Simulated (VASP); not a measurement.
Write the native input for VASP 6.6.1 that does the following.

```yaml
Task: single point
Functional: r2SCAN
Dispersion: rVV10
Potentials_or_basis: VASP PAW PBE potentials, release 64 (Sc_sv)
Cutoff: 520 eV
k_mesh: 10 × 10 × 10
Occupations: fermi-dirac, width 0.1 eV
Spin: no spin polarisation
Hubbard_terms: Sc d U = 8.0 eV
Dipole_correction: no
Further_INCAR_settings: ALGO = Normal; EDIFF = 1e-06; NBANDS = 12
```

The system is Sc.

```xyz
1
Lattice="-1.9043 1.9043 1.7061 1.9043 -1.9043 1.7061 1.9043 1.9043 -1.7061" Properties=species:S:1:pos:R:3 pbc="T T T"
Sc    0.0000    0.0000    0.0000
```

One way to write it, as run:

POSCAR

```
Sc
1.0
   -1.9043379473      1.9043379473      1.7060751157
    1.9043379473     -1.9043379473      1.7060751157
    1.9043379473      1.9043379473     -1.7060751157
Sc
1
Direct
    0.0000000000      0.0000000000      0.0000000000
```

INCAR.step1

```
PREC     = Accurate       # precision mode
ENCUT    = 520            # plane-wave cutoff, eV
ISMEAR   = -1             # smearing method
SIGMA    = 0.1            # smearing width, eV
LREAL    = False          # projectors in reciprocal space
LASPH    = True           # aspherical terms in the spheres
NELM     = 150            # most SCF steps
LMAXMIX  = 4              # l up to which the mixer works
LDAU     = True           # DFT+U
LDAUTYPE = 2            
LDAUL    = 2              # shell
LDAUU    = 8              # U, eV
LDAUJ    = 0            
NBANDS   = 12             # bands
GGA      = PE             # functional
ALGO     = Normal         # electronic algorithm
EDIFF    = 1E-4           # SCF threshold, eV
LWAVE    = True           # write WAVECAR
LCHARG   = False          # write CHGCAR
```

INCAR.step2

```
PREC     = Accurate       # precision mode
ENCUT    = 520            # plane-wave cutoff, eV
EDIFF    = 1E-6           # SCF threshold, eV
ISMEAR   = -1             # smearing method
SIGMA    = 0.1            # smearing width, eV
LREAL    = False          # projectors in reciprocal space
LASPH    = True           # aspherical terms in the spheres
NELM     = 150            # most SCF steps
ALGO     = Normal         # electronic algorithm
ISIF     = 2              # what is computed and relaxed
LWAVE    = False          # write WAVECAR
LCHARG   = False          # write CHGCAR
LMAXMIX  = 4              # l up to which the mixer works
LDAU     = True           # DFT+U
LDAUTYPE = 2            
LDAUL    = 2              # shell
LDAUU    = 8              # U, eV
LDAUJ    = 0            
LDAUPRINT= 1            
METAGGA  = R2SCAN         # meta-GGA
LMIXTAU  = True         
LUSE_VDW = True         
IVDW_NL  = 2            
BPARAM   = 11.95        
CPARAM   = 0.0093       
NBANDS   = 12             # bands
ISTART   = 1
```

KPOINTS

```
Automatic mesh
0
Gamma
  10 10 10
```

Potentials or basis: VASP PAW PBE potentials, release 64 (Sc_sv).

The run is started by

```console
$ cat potpaw_PBE.64/Sc_sv/POTCAR > POTCAR
$ cp INCAR.step1 INCAR
$ mpirun -np 1 vasp_std > vasp.out
$ cp INCAR.step2 INCAR
$ mpirun -np 1 vasp_std > vasp.out
```

Results of the run:

| Item | Value |
| --- | --- |
| Pressure | 14.0 GPa |

Caveat: the PAW data sets were made with another functional, which shifts forces and pressure a little; U without spin polarisation on a metal has little footing; the U is typed as a test and isn't derived for this compound.

Wall time 89 s on 1 thread of AMD EPYC 7R13 Processor (Zen 3) (shared host), peak memory 0.2 GiB.
